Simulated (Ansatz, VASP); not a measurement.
One calculation of In3Se, two programs

INCAR

```
ALGO = Normal
EDIFF = 1E-6
ENCUT = 520
GGA = CA
ISIF = 2
ISMEAR = 0
LASPH = True
LCHARG = False
LREAL = False
LWAVE = False
NBANDS = 30
NELM = 60
PREC = Accurate
SIGMA = 0.1
```

File KPOINTS:

```
k-points
0
Gamma
  10 10 10
```

The input POSCAR:

```
In3Se
1.0
    4.8037580000      0.0000000000      0.0000000000
    0.0000000000      4.8037580000      0.0000000000
    0.0000000000      0.0000000000      4.8037580000
In Se
3 1
Direct
    0.0000000000      0.5000000000      0.5000000000
    0.5000000000      0.0000000000      0.5000000000
    0.5000000000      0.5000000000      0.0000000000
    0.0000000000      0.0000000000      0.0000000000
```

Input for Ansatz:

```yaml
crystal:
  lattice:
    - [4.803758, 0.0, 0.0]
    - [0.0, 4.803758, 0.0]
    - [0.0, 0.0, 4.803758]
  atoms:
    - { symbol: In, position: [0.0, 0.5, 0.5] }
    - { symbol: In, position: [0.5, 0.0, 0.5] }
    - { symbol: In, position: [0.5, 0.5, 0.0] }
    - { symbol: Se, position: [0.0, 0.0, 0.0] }
basis:
  ecutwfc: 420
kpoints:
  mp_grid: { grid: [10, 10, 10] }
hamiltonian:
  xc: lda
scf:
  occupations: { method: gaussian, width: 0.1 }
output:
  forces: true
  stress: true
  eigenvalues: true
```

Alike in both runs: task single point; functional LDA; k mesh 10 × 10 × 10; occupations gaussian, width 0.1 eV; no spin polarisation.

```csv
,VASP,Ansatz
version,VASP 6.6.1,Ansatz 0.2.0
potentials or method,"VASP PAW LDA potentials, release 64 (In_d, Se), cutoff 520 eV","scalar-relativistic, plane waves, PAW"
valence electrons in the cell,45,55
```

|  | VASP | Ansatz | Ansatz less VASP |
| --- | --- | --- | --- |
| gap on the k mesh at the Fermi level (eV) | none | none | - |
| pressure (GPa) | -4.3 | -4.3 | 0.00 |

LDA's correlation is that of Perdew and Zunger in VASP and of Perdew and Wang (1992) in Ansatz. A gap of «none» marks a metal or a gap that the smearing closes. VASP's potentials hold 45 valence electrons a cell and Ansatz's 55, so a difference there can come from the potentials and not from the codes.
